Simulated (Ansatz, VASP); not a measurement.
This is a calculation of CuO for Ansatz 0.2.0.

Contents of input.yaml:

```yaml
crystal:
  lattice:
    - [2.3601776944, -1.7247471694, 0.0]
    - [2.3601776944, 1.7247471694, 0.0]
    - [-0.8662490821, 0.0, 5.0929466782]
  atoms:
    - { symbol: Cu, position: [0.0032, 0.4968, 0.0] }
    - { symbol: Cu, position: [0.4968, 0.0032, 0.5] }
    - { symbol: O, position: [0.5714, 0.4056, 0.2537] }
    - { symbol: O, position: [0.4056, 0.5714, 0.7537] }
hamiltonian:
  xc: blyp
  pseudopotentials: { kind: paw }
kpoints:
  mp_grid: { grid: [10, 10, 5] }
scf:
  occupations: { method: fermi_dirac, width: 0.05 }
output:
  forces: true
  stress: true
  eigenvalues: true
```

Potentials or basis: Ansatz PAW.

Launch:

```console
$ ansatz run input.yaml --threads 2 --pin off --max-ram 5632MiB --backend cpu --events-out ev --progress --plain --runs-dir out
```

Question: Translate it to VASP 6.6.1. Potentials there: VASP PAW PBE potentials, release 64 (Cu_sv_GW, O).

Answer: As run (the cutoff follows the program's own potentials):

File INCAR:

```
SYSTEM = CuO
  PREC = Accurate
  ENCUT = 820
  EDIFF = 1E-6
  ISMEAR = -1
  SIGMA = 0.05
  LREAL = .False.
  LASPH = .True.
  NELM = 120
  ALGO = Normal
  ISIF = 2
  LWAVE = .False.
  LCHARG = .False.
  GGA = B5
  ALDAX = 1.0
  AGGAX = 1.0
  AGGAC = 1.0
  ALDAC = 0.0
  NBANDS = 33
  GGA_COMPAT = .False.
```

Contents of KPOINTS:

```
Automatic mesh
0
Gamma
  10 10 5
  0 0 0
```

File POSCAR:

```
CuO
1.0
    2.3601776944     -1.7247471694      0.0000000000
    2.3601776944      1.7247471694      0.0000000000
   -0.8662490821      0.0000000000      5.0929466782
Cu O
2 2
Direct
    0.0032000000      0.4968000000      0.0000000000
    0.4968000000      0.0032000000      0.5000000000
    0.5714000000      0.4056000000      0.2537000000
    0.4056000000      0.5714000000      0.7537000000
```

Potentials or basis: VASP PAW PBE potentials, release 64 (Cu_sv_GW, O).

Command:

```console
$ cat potpaw_PBE.64/Cu_sv_GW/POTCAR potpaw_PBE.64/O/POTCAR > POTCAR
$ mpirun -np 1 vasp_std > vasp.out
```

Both were run:

|  | VASP | Ansatz | Ansatz less VASP |
| --- | --- | --- | --- |
| gap on the k mesh at the Fermi level (eV) | none | none | - |
| pressure (GPa) | 8.1 | 8.6 | +0.49 |
| traceless stress, the component that is largest in VASP (GPa) | -1.44 | -1.40 | +0.038 |
| rms of the force components (eV/Å) | 0.429 | 0.417 | -0.0124 |

VASP's potentials were made for PBE, not for BLYP. Atom by atom the forces differ by 0.020 eV/Å (rms over components). A gap of «none» marks a metal or a gap that the smearing closes.
